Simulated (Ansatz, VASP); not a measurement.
Two plane-wave programs on ZrN

```xyz
8
Lattice="3.2189 0.0000 0.0000 -1.6094 2.7876 0.0000 0.0000 0.0000 35.1707" Properties=species:S:1:pos:R:3 pbc="T T T"
N    -0.4259    2.1043    8.1598
N    -0.4262    0.2460   10.5819
N     1.1833    1.1752   13.1196
N    -0.4261    2.1044   15.7313
Zr    1.1835    1.1751    8.9399
Zr   -0.4261    2.1044   11.7869
Zr   -0.4261    0.2460   14.4405
Zr    1.1834    1.1752   17.1263
```

Alike in both runs: task single point; functional PBEsol; k mesh 12 × 12 × 1; occupations gaussian, width 0.1 eV; no spin polarisation.

|  | VASP | Ansatz |
| --- | --- | --- |
| version | VASP 6.6.1 | Ansatz 0.2.0 |
| potentials or method | VASP PAW PBE potentials, release 64 (N, Zr_sv), cutoff 520 eV | scalar-relativistic, plane waves, PAW |
| valence electrons in the cell | 68 | 68 |

```tsv
	VASP	Ansatz	Ansatz less VASP
gap on the k mesh at the Fermi level (eV)	none	none	-
rms of the force components (eV/Å)	0.349	0.353	+0.0035
```

VASP's potentials were made for PBE, not for PBEsol. A gap of «none» marks a metal or a gap that the smearing closes. Ansatz's warnings: xc potential rough in thin density.
